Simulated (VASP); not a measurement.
# Si9W4 (a cell with a defect) in VASP: a series of runs

The runs below take Si9W4 (a cell with a defect) through single point, with PBE.

Everything below comes from runs of VASP 6.6.1. Logs are shortened: lines on timing, memory, paths and dates and some standing lists are left out, and cuts for length are marked.

## Step 1: The cell of the first run

The cell holds a defect, 26 atoms: a = 7.867 Å, b = 7.899 Å, c = 7.899 Å, α = 75.64°, β = 60.13°, γ = 60.13°.

## Step 2: Single point, PBE (atoms taken out, then relaxed in part)

The input, INCAR:

```
SYSTEM = Si9W4
PREC = Accurate ; ENCUT = 520
EDIFF = 1E-7 ; ISMEAR = 0
SIGMA = 0.1 ; LREAL = Auto
LASPH = .True. ; NELM = 80
ALGO = Normal ; ISIF = 2
LWAVE = .False. ; LCHARG = .False.
GGA = PE ; NBANDS = 111
```

The input, KPOINTS:

```
regular mesh
0
Gamma
  4 4 4
  0 0 0
```

The input, POSCAR:

```
Si9W4
1.0
    0.0000000000      0.0000000000     -7.8668278230
   -4.8434929727     -4.8434929727     -3.9334139115
   -4.8434929727      4.8434929727     -3.9334139115
Si W
18 8
Direct
    0.9925539529      0.3375226063      1.0000000000
    0.6660150524      0.3344283262      0.6677616595
    0.3337767120      0.3344283262      0.3322383405
    1.0015383715     -0.0010949929      0.3322383405
    0.6634098925     -0.0041892730      1.0000000000
    0.3337767120     -0.0010949929      0.6677616595
    0.9925539529      0.6666666667      0.6708559397
    0.6634098925      0.6666666667      0.3291440603
    0.3309682888      0.6666666667      0.0000000000
    0.0023650445      0.6666666667      1.0000000000
    0.6699234408      0.6666666667      0.6708559397
    0.3407793805      0.6666666667      0.3291440603
   -0.0004433786      0.3344283262      0.3322383405
    0.6699234408      0.3375226063      0.0000000000
    0.3317949618      0.3344283262      0.6677616595
   -0.0004433786      0.9989050071      0.6677616595
    0.6673182809      0.9989050071      0.3322383405
    0.3407793805      0.9958107270      0.0000000000
    0.3320622571      0.6666666667      0.6692088192
    0.0012710763      0.6666666667      0.3307911808
    0.6666666667      0.3325231636      0.3341435030
    0.3320622571      0.3358754859      0.0000000000
    0.0008101697      0.3325231636      0.6658564970
    0.6666666667      1.0008101697      0.6658564970
    0.3325231636      1.0008101697      0.3341435030
    1.0012710763      0.9974578475      1.0000000000
```

Potentials or basis: VASP PAW PBE potentials, release 64 (Si, W_sv).

Started as:

```
cat potpaw_PBE.64/Si/POTCAR potpaw_PBE.64/W_sv/POTCAR > POTCAR
mpirun -np 1 vasp_std > vasp.out
```

OUTCAR:

```text
SYSTEM = Si9W4
   PREC = Accurate
   ENCUT = 520
   EDIFF = 1E-7
   ISMEAR = 0
   LREAL = Auto
   LASPH = .True.
   NELM = 80
   ISIF = 2
   GGA = PE

 ion  position               nearest neighbor table
   1  0.993  0.338  0.000-  14 2.54  21 2.62  23 2.62  10 2.64  15 2.65  13 2.65  26 2.65  22 2.66
                            18 2.72
   2  0.666  0.334  0.668-  23 2.62  22 2.63  19 2.63  15 2.63  24 2.64  21 2.64  13 2.64  16 2.64
                            14 2.65  11 2.65
   3  0.334  0.334  0.332-  21 2.62  22 2.63  20 2.63  13 2.63  23 2.64  25 2.64  15 2.64  17 2.64
                            14 2.65  12 2.65
   4  0.002  0.999  0.332-  25 2.62  20 2.63  26 2.63  17 2.63  24 2.64  21 2.64  16 2.64  13 2.64
                            12 2.65  18 2.65
   5  0.663  0.996  0.000-  18 2.54  24 2.62  25 2.62  10 2.64  17 2.65  16 2.65  22 2.65  26 2.66
                            14 2.72
   6  0.334  0.999  0.668-  24 2.62  19 2.63  26 2.63  16 2.63  23 2.64  25 2.64  17 2.64  15 2.64
                            11 2.65  18 2.65
   7  0.993  0.667  0.671-  11 2.54  24 2.62  23 2.62  10 2.64  16 2.65  15 2.65  20 2.65  19 2.66
                            12 2.72
   8  0.663  0.667  0.329-  12 2.54  25 2.62  21 2.62  10 2.64  17 2.65  13 2.65  19 2.65  20 2.66
                            11 2.72
   9  0.331  0.667  0.000-  10 2.59  19 2.61  20 2.61  26 2.61  22 2.61  18 2.64  11 2.64  12 2.64
[... 21 lines left out ...]
  20  0.001  0.667  0.331-   9 2.61  10 2.61   4 2.63  17 2.63   3 2.63  13 2.63   7 2.65  11 2.65
                            12 2.66   8 2.66  26 3.20  22 3.20  24 3.24  23 3.24
  21  0.667  0.333  0.334-   1 2.62  14 2.62  12 2.62   8 2.62   3 2.62  13 2.62   2 2.64   4 2.64
                            17 2.64  15 2.64  24 3.21  26 3.24  19 3.24
  22  0.332  0.336  0.000-   9 2.61  10 2.61   2 2.63   3 2.63  13 2.63  15 2.63   5 2.65  18 2.65
                            14 2.66   1 2.66  19 3.20  20 3.20  24 3.24  25 3.24
  23  0.001  0.333  0.666-   1 2.62  14 2.62  11 2.62   7 2.62  15 2.62   2 2.62  13 2.64   6 2.64
                            16 2.64   3 2.64  25 3.21  26 3.24  20 3.24
  24  0.667  0.001  0.666-   5 2.62   7 2.62  18 2.62  11 2.62  16 2.62   6 2.62   2 2.64   4 2.64
                            17 2.64  15 2.64  21 3.21  22 3.24  20 3.24
  25  0.333  0.001  0.334-  12 2.62  18 2.62   5 2.62   8 2.62   4 2.62  17 2.62  13 2.64  16 2.64
                             6 2.64   3 2.64  23 3.21  22 3.24  19 3.24
  26  0.001  0.997  0.000-   9 2.61  10 2.61   4 2.63   6 2.63  16 2.63  17 2.63   1 2.65  14 2.65
                            18 2.66   5 2.66  19 3.20  20 3.20  21 3.24  23 3.24

  LATTYP: Found a body centered tetragonal cell.
 ALAT       =     9.6869859454
 C/A-ratio  =     0.8121027394

  Lattice vectors:

 A1 = (  -4.8434929727,  -4.8434929727,   3.9334139115)
 A2 = (   4.8434929727,   4.8434929727,   3.9334139115)
 A3 = (  -4.8434929727,   4.8434929727,  -3.9334139115)

Analysis of symmetry for initial positions (statically):
=====================================================================
 Subroutine PRICEL returns:
 Original cell was already a primitive cell.

 Routine SETGRP: Setting up the symmetry group for a
 body centered tetragonal supercell.

 Subroutine GETGRP returns: Found 16 space group operations
 (whereof  4 operations were pure point group operations)
 out of a pool of 16 trial point group operations.

The static configuration has the point symmetry C_2v.
 The point group associated with its full space group is D_4h.

Analysis of symmetry for dynamics (positions and initial velocities):
=====================================================================
 Subroutine PRICEL returns:
 Original cell was already a primitive cell.

 Routine SETGRP: Setting up the symmetry group for a
 body centered tetragonal supercell.

 Subroutine GETGRP returns: Found 16 space group operations
 (whereof  4 operations were pure point group operations)
 out of a pool of 16 trial point group operations.

The dynamic configuration has the point symmetry C_2v.
 The point group associated with its full space group is D_4h.

 Subroutine INISYM returns: Found 16 space group operations
 (whereof  4 operations are pure point group operations),
 and found     1 'primitive' translations

----------------------------------------------------------------------------------------

                                     Primitive cell

  volume of cell :     369.1025

  direct lattice vectors                    reciprocal lattice vectors
     0.000000000  0.000000000 -7.866827823     0.103231284  0.000000000 -0.127116040
    -4.843492973 -4.843492973 -3.933413912    -0.103231284 -0.103231284  0.000000000
    -4.843492973  4.843492973 -3.933413912    -0.103231284  0.103231284  0.000000000

  length of vectors
     7.866827823  7.898771636  7.898771636     0.163753430  0.145991082  0.145991082
[... 77 lines left out ...]
     0.000000000  0.000000000  0.000000000

 Subroutine IBZKPT returns following result:
 ===========================================

 Found     13 irreducible k-points:

 Following reciprocal coordinates:
            Coordinates               Weight
  0.000000  0.000000  0.000000      1.000000
  0.250000  0.000000  0.000000      8.000000
  0.500000  0.000000  0.000000      4.000000
  0.000000  0.250000  0.000000      4.000000
  0.500000  0.250000  0.000000      8.000000
 -0.250000  0.250000  0.000000     16.000000
  0.000000  0.500000  0.000000      2.000000
  0.000000  0.250000  0.250000      4.000000
  0.500000  0.250000  0.250000      2.000000
 -0.250000  0.250000  0.250000      8.000000
  0.000000  0.500000  0.250000      4.000000
  0.500000 -0.250000  0.250000      2.000000
  0.000000  0.500000  0.500000      1.000000
   k-points           NKPTS =     13   k-points in BZ     NKDIM =     13   number of bands    NBANDS=    111
   number of dos      NEDOS =    301   number of ions     NIONS =     26
   total plane-waves  NPLWV = 216000
   dimension x,y,z NGX =    60 NGY =   60 NGZ =   60
   dimension x,y,z NGXF=   120 NGYF=  120 NGZF=  120
   ions per type =              18   8
   NGX,Y,Z   is equivalent  to a cutoff of  12.68, 12.63, 12.63 a.u.
   NGXF,Y,Z  is equivalent  to a cutoff of  25.36, 25.26, 25.26 a.u.
 SYSTEM =  Si9W4
   PREC   = accura    normal or accurate (medium, high low for compatibility)
   ISTART =      0    job   : 0-new  1-cont  2-samecut
   ICHARG =      2    charge: 1-file 2-atom 10-const
   ISPIN  =      1    spin polarized calculation?
   LNONCOLLINEAR =      F non collinear calculations
   LSORBIT =      F    spin-orbit coupling
   LASPH  =      T    aspherical Exc in radial PAW
   ENCUT  =  520.0 eV  38.22 Ry    6.18 a.u.  14.63 14.69 14.69*2*pi/ulx,y,z
   NELM   =     80;   NELMIN=  2; NELMDL= -5     # of ELM steps
   EDIFF  = 0.1E-06   stopping-criterion for ELM
   LREAL  =      T    real-space projection
   EDIFFG = 0.1E-05   stopping-criterion for IOM
   NSW    =      0    number of steps for IOM
   IBRION =     -1    ionic relax: 0-MD 1-quasi-New 2-CG
   NFREE  =      0    steps in history (QN), initial steepest desc. (CG)
   ISIF   =      2    stress and relaxation
   ISYM   =      2    0-nonsym 1-usesym 2-fastsym
   POTIM  = 0.5000    time-step for ionic-motion
   TEBEG  =    0.0;   TEEND  =   0.0 temperature during run
   PSTRESS=    0.0 pullay stress
   NELECT =     184.0000    total number of electrons
   NUPDOWN=      -1.0000    fix difference up-down
   EMIN   =  10.00;   EMAX   =-10.00  energy-range for DOS
   EFERMI =   0.00;   METHOD = LEGACY
   ISMEAR =     0;   SIGMA  =   0.10  broadening in eV -4-tet -1-fermi 0-gaus
   EFERMI_NEDOS =   21; number of points for ismear=-14 and -15
   IALGO  =     38    algorithm
   IMIX   =      4    mixing-type and parameters
     AMIX     =   0.40;   BMIX     =  1.00
     AMIX_MAG =   1.60;   BMIX_MAG =  1.00
  volume/ion in A,a.u.               =      14.20        95.80
  Fermi-wavevector in a.u.,A,eV,Ry     =   1.298071  2.452998 22.925657  1.684988
  Thomas-Fermi vector in A             =   2.429423
   LORBIT       =      0    0 simple, 1 ext, 2 COOP (PROOUT), +10 PAW based schemes
   GGA     = PE    functional components
   LHFCALC =     F    Hartree Fock is set to
   AEXX    =    0.0000 exact exchange contribution
   IVDW    =     0    specifies the selected vdW correction
   LEPSILON=     F    determine dielectric tensor
   LRPA    =     F    only Hartree local field effects (RPA)
 non-spin polarized calculation
 Gauss-broadening in eV      SIGMA  =   0.10
  energy-cutoff  :      520.00
  volume of cell :      369.10
 maximum number of plane-waves:      9955
 NGX is ok and might be reduce to    60
   NGX = 29   NGY = 29   NGZ = 29

 number of electron     184.0000004 magnetization

 Free energy of the ion-electron system (eV)
  ---------------------------------------------------
  ext. energy  EPLUGINS =         0.00000000
  ---------------------------------------------------
  free energy    TOTEN  =      -207.24428835 eV

  energy without entropy =     -207.23006155  energy(sigma->0) =     -207.23717495

 E-fermi :  10.8534     XC(G=0): -12.1552

 val. band max:       10.8444462768   @ k =   0.2500   0.0000   0.0000
 cond. band min:      10.9174066090   @ k =   0.0000   0.5000   0.5000
 fundamental gap:      0.0729603322
 Fermi energy:        10.8533992389

 k-point     1 :       0.0000    0.0000    0.0000
  band No.  band energies     occupation
      1     -62.8492      2.00000
      2     -62.8453      2.00000
      3     -62.8453      2.00000
      4     -62.8415      2.00000
      5     -62.7434      2.00000
      6     -62.7434      2.00000
[... 1380 lines left out ...]
    103      12.8978      0.00000
    104      12.9153      0.00000
 [bands above 104 left out]

------------------------ aborting loop because EDIFF is reached ----------------------------------------

  FORCE on cell =-STRESS in cart. coord.  units (eV):
  Direction    XX          YY          ZZ          XY          YZ          ZX
  --------------------------------------------------------------------------------------
  -------------------------------------------------------------------------------------
  Total       -4.0249836     -4.0249836      0.4103087     -0.0000000     -0.0000000      0.0000000
  in kB      -17.4714001    -17.4714001      1.7810427     -0.0000000     -0.0000000      0.0000000
  external PRESSURE =     -11.0539192 kB  Pullay stress =       0.0000000 kB

 VOLUME and BASIS-vectors are now :
 -----------------------------------------------------------------------------
  energy-cutoff  :      520.00
  volume of cell :      369.10
      direct lattice vectors                 reciprocal lattice vectors
     0.000000000  0.000000000 -7.866827823     0.103231284  0.000000000 -0.127116040
    -4.843492973 -4.843492973 -3.933413912    -0.103231284 -0.103231284  0.000000000
    -4.843492973  4.843492973 -3.933413912    -0.103231284  0.103231284  0.000000000

 POSITION                                       TOTAL-FORCE (eV/Angst)
 -----------------------------------------------------------------------------------
     -1.63479     -1.63479     -9.13587         0.000265      0.000265     -0.000141
     -4.85410      1.61450     -9.18145        -0.006289     -0.000000     -0.004931
     -3.22900     -0.01061     -5.24804         0.000000     -0.006289     -0.004931
     -6.44738     -3.22900     -5.24804         0.006289     -0.000000     -0.004931
     -4.82320     -4.82320     -9.13587        -0.000265     -0.000265     -0.000141
     -8.07249     -1.60389     -9.18145         0.000000      0.006289     -0.004931
[... 18 lines left out ...]
     -1.62235      1.61450     -3.93341         0.008149     -0.000000      0.000000
     -4.83118     -4.83118     -3.93341         0.000825      0.000825      0.000000
 -----------------------------------------------------------------------------------
    total drift:                               -0.000001     -0.000001      0.000000

  FREE ENERGIE OF THE ION-ELECTRON SYSTEM (eV)
  ---------------------------------------------------
  free  energy   TOTEN  =      -207.2442883530 eV

  energy  without entropy=     -207.2300615465  energy(sigma->0) =     -207.23717495
```

It took 19 min on 1 thread of Intel Xeon Platinum 8375C at 2.90GHz (Ice Lake), shared host; peak memory 0.68 GiB.

Results:

```yaml
Free_energy: -207.2443 eV
Pressure: -1.1 GPa
Largest_force: 0.008 eV/Å
Band_gap_on_the_k_mesh: zero (bands 92 and 93 overlap by 0.53 eV)
```

Forces on the atoms (eV/Å):
```
Si   0.000  0.000  0.000
Si  -0.006  0.000 -0.005
Si   0.000 -0.006 -0.005
Si   0.006  0.000 -0.005
Si   0.000  0.000  0.000
Si   0.000  0.006 -0.005
Si   0.000  0.000  0.000
Si   0.000  0.000  0.000
Si   0.000  0.000  0.000
Si   0.000  0.000  0.000
Si   0.000  0.000  0.000
Si   0.000  0.000  0.000
Si   0.000 -0.006  0.005
Si   0.000  0.000  0.000
Si  -0.006  0.000  0.005
Si   0.000  0.006  0.005
Si   0.006  0.000  0.005
Si   0.000  0.000  0.000
W   -0.001  0.001  0.000
W    0.001 -0.001  0.000
W    0.000 -0.008  0.000
W   -0.001 -0.001  0.000
W   -0.008  0.000  0.000
W    0.000  0.008  0.000
W    0.008  0.000  0.000
W    0.001  0.001  0.000
```

Levels at points of the mesh, in eV from the Fermi level:
```csv
k point,band 88,band 89,band 90,band 91,band 92,band 93,band 94,band 95,band 96,band 97
"(0.00, 0.00, 0.00)",-0.70,-0.68,-0.54,0.07,0.09,1.54,1.54,1.66,2.02,2.02
"(0.50, 0.00, 0.00)",-1.02,-0.99,-0.92,-0.67,-0.25,-0.01,0.75,0.78,1.15,1.42
"(0.00, 0.50, 0.00)",-1.22,-1.16,-1.07,-0.69,-0.31,0.27,0.71,0.73,1.05,1.16
"(0.00, 0.50, 0.50)",-1.29,-0.89,-0.67,-0.67,-0.43,-0.43,0.06,1.07,1.07,1.43
```

Caveat: the cell differs from its parent crystal (atoms taken out, then relaxed in part); spin-orbit coupling is left out, which moves the levels of the heavy elements.

## Step 3: Single point, PBE

The input, INCAR:

```
PREC = Accurate
ENCUT = 400
EDIFF = 1E-6
ISMEAR = 0
SIGMA = 0.1
LREAL = False
LASPH = True
NELM = 120
ALGO = Normal
ISIF = 2
LWAVE = False
LCHARG = True
GGA = PE
LELF = True
LVHAR = True
NBANDS = 111
GGA_COMPAT = False
```

The input, KPOINTS:

```
regular mesh
0
Gamma
  4 4 4
```

The input, POSCAR:

```
Si9W4
1.0
    0.0000000000      0.0000000000     -7.8668278230
   -4.8434929727     -4.8434929727     -3.9334139115
   -4.8434929727      4.8434929727     -3.9334139115
Si W
18 8
Direct
    0.9925682719      0.3375365333      1.0000000000
    0.6660367013      0.3344139594      0.6677472928
    0.3337839941      0.3344139594      0.3322527072
    1.0015312869     -0.0010806261      0.3322527072
    0.6634381385     -0.0042032000      1.0000000000
    0.3337839941     -0.0010806261      0.6677472928
    0.9925682719      0.6666666667      0.6708698666
    0.6634381385      0.6666666667      0.3291301334
    0.3310771263      0.6666666667      0.0000000000
    0.0022562070      0.6666666667      1.0000000000
    0.6698951948      0.6666666667      0.6708698666
    0.3407650615      0.6666666667      0.3291301334
   -0.0004506608      0.3344139594      0.3322527072
    0.6698951948      0.3375365333      0.0000000000
    0.3318020465      0.3344139594      0.6677472928
   -0.0004506608      0.9989193739      0.6677472928
    0.6672966320      0.9989193739      0.3322527072
    0.3407650615      0.9957968000      0.0000000000
    0.3320522519      0.6666666667      0.6692288295
    0.0012810814      0.6666666667      0.3307711705
    0.6666666667      0.3325083590      0.3341583076
    0.3320522519      0.3358954962      0.0000000000
    0.0008249743      0.3325083590      0.6658416924
    0.6666666667      1.0008249743      0.6658416924
    0.3325083590      1.0008249743      0.3341583076
    1.0012810814      0.9974378371      1.0000000000
```

Potentials or basis: VASP PAW PBE potentials, release 64 (Si, W_sv).

Started as:

```
cat potpaw_PBE.64/Si/POTCAR potpaw_PBE.64/W_sv/POTCAR > POTCAR
mpirun -np 1 vasp_std > vasp.out
```

Wall time 15 min (1 thread of Oxide Virtual Turin-like, shared host); peak memory 0.5 GiB.

It converged, with:

```yaml
Free_energy: -207.2273 eV
Pressure: -1.1 GPa
Largest_force: 0.012 eV/Å
Band_gap_on_the_k_mesh: zero (bands 92 and 93 overlap by 0.53 eV)
```

Forces in eV/Å, atoms in the order of the input:
```
Si   0.002  0.002  0.006
Si  -0.008  0.000 -0.002
Si   0.000 -0.008 -0.002
Si   0.008  0.000 -0.002
Si  -0.002 -0.002  0.006
Si   0.000  0.008 -0.002
Si   0.002 -0.002  0.006
Si  -0.002  0.002  0.006
Si   0.000  0.000  0.012
Si   0.000  0.000 -0.012
Si   0.002 -0.002 -0.006
Si  -0.002  0.002 -0.006
Si   0.000 -0.008  0.002
Si   0.002  0.002 -0.006
Si  -0.008  0.000  0.002
Si   0.000  0.008  0.002
Si   0.008  0.000  0.002
Si  -0.002 -0.002 -0.006
W    0.002 -0.002  0.000
W   -0.002  0.002  0.000
W    0.000 -0.010  0.000
W    0.002  0.002  0.000
W   -0.010  0.000  0.000
W    0.000  0.010  0.000
W    0.010  0.000  0.000
W   -0.002 -0.002  0.000
```

Stress tensor (GPa, compression positive):
```
-1.77  0.00  0.00
 0.00 -1.77  0.00
 0.00  0.00  0.14
```

Levels at points of the mesh, in eV from the Fermi level:
| k point | band 88 | band 89 | band 90 | band 91 | band 92 | band 93 | band 94 | band 95 | band 96 | band 97 |
| --- | --- | --- | --- | --- | --- | --- | --- | --- | --- | --- |
| (0.00, 0.00, 0.00) | -0.71 | -0.68 | -0.54 | 0.07 | 0.09 | 1.54 | 1.54 | 1.66 | 2.01 | 2.01 |
| (0.50, 0.00, 0.00) | -1.02 | -0.99 | -0.92 | -0.67 | -0.25 | -0.01 | 0.75 | 0.78 | 1.15 | 1.42 |
| (0.00, 0.50, 0.00) | -1.22 | -1.16 | -1.07 | -0.69 | -0.31 | 0.27 | 0.71 | 0.73 | 1.05 | 1.15 |
| (0.00, 0.50, 0.50) | -1.29 | -0.89 | -0.67 | -0.67 | -0.43 | -0.43 | 0.07 | 1.07 | 1.07 | 1.43 |

Caveat: spin-orbit coupling is left out, which moves the levels of the heavy elements.

The gap in the log of VASP goes by the Fermi energy; the results here count the filled bands.